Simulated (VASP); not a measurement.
Set up this calculation in VASP 6.6.1, as the native input.

| Item | Value |
| --- | --- |
| Task | single point |
| Functional | LDA |
| Potentials or basis | VASP PAW LDA potentials, release 64 (Ba_sv, Sr_sv) |
| Cutoff | 520 eV |
| k mesh | 5 × 5 × 5 |
| Occupations | fermi-dirac, width 0.1 eV |
| Spin | no spin polarisation |
| Dipole correction | no |
| Further INCAR settings | ALGO = Normal; EDIFF = 1e-07; NBANDS = 28 |

The structure of BaSr3 lies in POSCAR:

```
BaSr3
1.0
    0.0000000000      4.6348408503      4.6348408503
    4.6348408503      0.0000000000      4.6348408503
    4.6348408503      4.6348408503      0.0000000000
Ba Sr
1 3
Direct
    0.0000000000      0.0000000000      0.0000000000
    0.2500000000      0.2500000000      0.2500000000
    0.7500000000      0.7500000000      0.7500000000
    0.5000000000      0.5000000000      0.5000000000
```

The input as run:

INCAR

```
SYSTEM = BaSr3
PREC = Accurate
ENCUT = 520
EDIFF = 1E-7
ISMEAR = -1
SIGMA = 0.1
LREAL = .False.
LASPH = .True.
NELM = 80
ALGO = Normal
ISIF = 2
LWAVE = .False.
LCHARG = .False.
GGA = CA
NBANDS = 28
```

KPOINTS

```
Automatic mesh
0
Gamma
  5 5 5
  0 0 0
```

Potentials or basis: VASP PAW LDA potentials, release 64 (Ba_sv, Sr_sv).

Command:

```console
$ cat potpaw_LDA.64/Ba_sv/POTCAR potpaw_LDA.64/Sr_sv/POTCAR > POTCAR
$ mpirun -np 1 vasp_std > vasp.out
```

Results of the run:

```yaml
Pressure: 0.0 GPa
Band_gap_on_the_k_mesh: zero (bands 20 and 21 overlap by 0.25 eV)
```

Caveat: spin-orbit coupling is left out, which moves the levels of the heavy elements.

It took 72 s on 1 thread of Intel(R) Xeon(R) 6975P-C (Granite Rapids) (shared host), peak memory 0.28 GiB.
